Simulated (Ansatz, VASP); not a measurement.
## LiNbO3: VASP beside Ansatz

```
CELL_PARAMETERS angstrom
5.18990 2.99639 9.34445
-5.18990 2.99639 9.34445
0.00000 -5.99278 9.34445
ATOMIC_POSITIONS crystal
Li 0.35887 0.35887 0.35887
Li 0.10887 0.10887 0.10887
Li 0.35887 0.35887 0.85887
Li 0.10887 0.10887 0.60887
Li 0.35887 0.85887 0.35887
Li 0.10887 0.60887 0.10887
Li 0.35887 0.85887 0.85887
Li 0.10887 0.60887 0.60887
Li 0.85887 0.35887 0.35887
Li 0.60887 0.10887 0.10887
Li 0.85887 0.35887 0.85887
Li 0.60887 0.10887 0.60887
Li 0.85887 0.85887 0.35887
Li 0.60887 0.60887 0.10887
Li 0.85887 0.85887 0.85887
Li 0.60887 0.60887 0.60887
Nb 0.49929 0.49929 0.49929
Nb 0.24929 0.24929 0.24929
Nb 0.49929 0.49929 0.99929
Nb 0.24929 0.24929 0.74929
Nb 0.49929 0.99929 0.49929
Nb 0.24929 0.74929 0.24929
Nb 0.49929 0.99929 0.99929
Nb 0.24929 0.74929 0.74929
Nb 0.99929 0.49929 0.49929
Nb 0.74929 0.24929 0.24929
Nb 0.99929 0.49929 0.99929
Nb 0.74929 0.24929 0.74929
Nb 0.99929 0.99929 0.49929
Nb 0.74929 0.74929 0.24929
Nb 0.99929 0.99929 0.99929
Nb 0.74929 0.74929 0.74929
O 0.14012 0.32076 0.44505
O 0.32076 0.44505 0.14012
O 0.44505 0.14012 0.32076
O 0.19505 0.07076 0.39012
O 0.39012 0.19505 0.07076
O 0.07076 0.39012 0.19505
O 0.14012 0.32076 0.94505
O 0.32076 0.44505 0.64012
O 0.44505 0.14012 0.82076
O 0.19505 0.07076 0.89012
O 0.39012 0.19505 0.57076
O 0.07076 0.39012 0.69505
O 0.14012 0.82076 0.44505
O 0.32076 0.94505 0.14012
O 0.44505 0.64012 0.32076
O 0.19505 0.57076 0.39012
O 0.39012 0.69505 0.07076
O 0.07076 0.89012 0.19505
O 0.14012 0.82076 0.94505
O 0.32076 0.94505 0.64012
O 0.44505 0.64012 0.82076
O 0.19505 0.57076 0.89012
O 0.39012 0.69505 0.57076
O 0.07076 0.89012 0.69505
O 0.64012 0.32076 0.44505
O 0.82076 0.44505 0.14012
O 0.94505 0.14012 0.32076
O 0.69505 0.07076 0.39012
O 0.89012 0.19505 0.07076
O 0.57076 0.39012 0.19505
O 0.64012 0.32076 0.94505
O 0.82076 0.44505 0.64012
O 0.94505 0.14012 0.82076
O 0.69505 0.07076 0.89012
O 0.89012 0.19505 0.57076
O 0.57076 0.39012 0.69505
O 0.64012 0.82076 0.44505
O 0.82076 0.94505 0.14012
O 0.94505 0.64012 0.32076
O 0.69505 0.57076 0.39012
O 0.89012 0.69505 0.07076
O 0.57076 0.89012 0.19505
O 0.64012 0.82076 0.94505
O 0.82076 0.94505 0.64012
O 0.94505 0.64012 0.82076
O 0.69505 0.57076 0.89012
O 0.89012 0.69505 0.57076
O 0.57076 0.89012 0.69505
```

Alike in both runs: functional PBE; k mesh 1 × 1 × 1; occupations fermi-dirac, width 0.01 eV; no spin polarisation.

Ansatz relaxed the structure, and its values are those at the end. VASP's run is a single point on that final structure, the one shown.

```csv
,VASP,Ansatz
version,VASP 6.6.1,Ansatz 0.2.0
potentials or method,"VASP PAW PBE potentials, release 64 (Li_sv, Nb_sv, O), cutoff 520 eV",plane-wave PAW DFT
valence electrons in the cell,544,544
```

```csv
,VASP,Ansatz,Ansatz less VASP
rms of the force components (eV/Å),0.011,0.000,-0.0110
```

The k mesh is coarse, so the values compare programs but aren't converged. Noted on VASP's run: the cutoff is under 1.25 times that of the potentials, so the pressure is a little rough.
